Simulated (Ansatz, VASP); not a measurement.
One calculation of BP, two programs

```
B P
1.0
     0.00000    2.26008    2.26008
     2.26008    0.00000    2.26008
     2.26008    2.26008    0.00000
B P
1 1
Direct
  0.00000 0.00000 0.00000
  0.75000 0.75000 0.75000
```

Alike in both runs: task single point; functional r2SCAN; k mesh 10 × 10 × 10; occupations gaussian, width 0.02 eV; no spin polarisation.

```csv
,VASP,Ansatz
version,VASP 6.6.1,Ansatz 0.2.0
potentials or method,"VASP PAW PBE potentials, release 64 (B, P), cutoff 550 eV","scalar-relativistic, plane waves, PAW"
valence electrons in the cell,8,8
```

VASP gave:

```
gap on the k mesh at the Fermi level (eV) : 1.43
least direct gap on the mesh (eV)         : 3.66
pressure (GPa)                            : 1.3
```

Task: Which values does Ansatz return?

Result: gap on the k mesh at the Fermi level (eV): 1.40; least direct gap on the mesh (eV): 3.61; pressure (GPa): 1.9.

VASP's potentials were made for PBE, not for r2SCAN.
